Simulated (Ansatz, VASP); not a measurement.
## SrTiO3: VASP beside Ansatz

File INCAR:

```
SYSTEM = SrTiO3
ALGO = Normal
EDIFF = 1E-7
ENCUT = 520
GGA = PE
ISIF = 2
ISMEAR = -1
LASPH = .True.
LCHARG = .False.
LREAL = .False.
LWAVE = .False.
NBANDS = 28
NELM = 100
PREC = Accurate
SIGMA = 0.05
```

KPOINTS

```
k-points
0
Gamma
  7 7 7
  0 0 0
```

File POSCAR:

```
SrTiO3
1.0
    3.9308616808      0.0000000000      0.0000000000
    0.0000000000      3.9308616808      0.0000000000
    0.0000000000      0.0000000000      3.9308616808
Sr Ti O
1 1 3
Direct
    0.0000000000      0.0000000000      0.0000000000
    0.5000000000      0.5000000000      0.5000000000
    0.0000000000      0.5000000000      0.5000000000
    0.5000000000      0.0000000000      0.5000000000
    0.5000000000      0.5000000000      0.0000000000
```

Input for Ansatz:

```yaml
crystal:
  lattice:
    - [3.9308616808, 0.0, 0.0]
    - [0.0, 3.9308616808, 0.0]
    - [0.0, 0.0, 3.9308616808]
  atoms:
    - { symbol: Sr, position: [0.0, 0.0, 0.0] }
    - { symbol: Ti, position: [0.5, 0.5, 0.5] }
    - { symbol: O, position: [0.0, 0.5, 0.5] }
    - { symbol: O, position: [0.5, 0.0, 0.5] }
    - { symbol: O, position: [0.5, 0.5, 0.0] }
kpoints:
  mp_grid: { grid: [7, 7, 7] }
  band_path:
    path:
      - [0.0, 0.0, 0.0]
      - [0.0, 0.5, 0.0]
      - [0.5, 0.5, 0.0]
      - [0.0, 0.0, 0.0]
      - [0.5, 0.5, 0.5]
      - [0.0, 0.5, 0.0]
      - [0.5, 0.5, 0.5]
      - [0.5, 0.5, 0.0]
    npoints: 5
scf:
  occupations: { method: fermi_dirac, width: 0.05 }
hamiltonian:
  xc: pbe
  pseudopotentials: { kind: all_electron, lapw: { basis_error: 0.001 } }
output:
  forces: true
  stress: true
  eigenvalues: true
```

Change from the starting cell: volume scaled by 1.02.

Alike in both runs: task single point; functional PBE; k mesh 7 × 7 × 7; occupations fermi-dirac, width 0.05 eV; no spin polarisation.

|  | VASP | Ansatz |
| --- | --- | --- |
| version | VASP 6.6.1 | Ansatz 0.2.0 |
| potentials or method | VASP PAW PBE potentials, release 64 (Sr_sv, Ti_sv, O), cutoff 520 eV | all-electron LAPW, scalar-relativistic |

VASP gave:

- gap on the k mesh at the Fermi level (eV): 1.88
- pressure (GPa): 1.4

Q: Which values does Ansatz return?

A: gap on the k mesh at the Fermi level (eV): 1.91; pressure (GPa): 0.7.

Ansatz ran all-electron here, and VASP with PAW potentials.
